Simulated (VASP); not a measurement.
Here is a VASP 6.6.1 calculation.

INCAR

```
SYSTEM = Nb
  ALGO = Normal
  EDIFF = 1E-6
  EDIFFG = -0.005
  ENCUT = 600
  GGA = PE
  IBRION = 2
  ISIF = 3
  ISMEAR = -1
  LASPH = .TRUE.
  LCHARG = .FALSE.
  LREAL = .FALSE.
  LWAVE = .FALSE.
  NELM = 80
  NSW = 60
  PREC = Accurate
  SIGMA = 0.05
```

KPOINTS

```
k-points
0
G
  9 9 12
  0 0 0
```

Contents of POSCAR:

```
Nb
1.0
    4.6612275327      0.0000000000      0.0000000000
   -2.3306137664      4.0367414562      0.0000000000
    0.0000000000      0.0000000000      2.8899610703
Nb
3
Direct
    0.0000000000      0.0000000000      0.0000000000
    0.3333333333      0.6666666667      0.5000000000
    0.6666666667      0.3333333333      0.5000000000
```

Potentials or basis: VASP PAW PBE potentials, release 64 (Nb_sv).

Launch:

```console
$ cat potpaw_PBE.64/Nb_sv/POTCAR > POTCAR
$ mpirun -np 1 vasp_std > vasp.out
```

Task: What does it give for the band gap on the k mesh?

Result: Zero (an odd number of electrons rules out a gap without spin polarisation).

Task: What does it give for the relaxed cell?

Result: a = 4.880 Å, b = 4.880 Å, c = 2.684 Å, α = 90.00°, β = 90.00°, γ = 120.00°.

Task: Estimate the space group after relaxing (to 0.1 Å).

Result: P6/mmm (No. 191).

The path:
| step | energy change (eV) | largest force (eV/Å) | pressure (GPa) | volume (Å³) |
| --- | --- | --- | --- | --- |
| 1 | 0.0000 | 0.0000 | 3.50 | 54.38 |
| 2 | -0.3548 | 0.0000 | -4.99 | 57.24 |
| 3 | -0.3624 | 0.0000 | -4.39 | 56.93 |
| 4 | -0.3148 | 0.0000 | 6.97 | 53.43 |
| 5 | -0.3843 | 0.0000 | -0.72 | 55.65 |
| 6 | -0.3843 | 0.0000 | -0.62 | 55.62 |
| 7 | -0.3858 | 0.0000 | 0.26 | 55.28 |
| 8 | -0.3860 | 0.0000 | 0.03 | 55.36 |
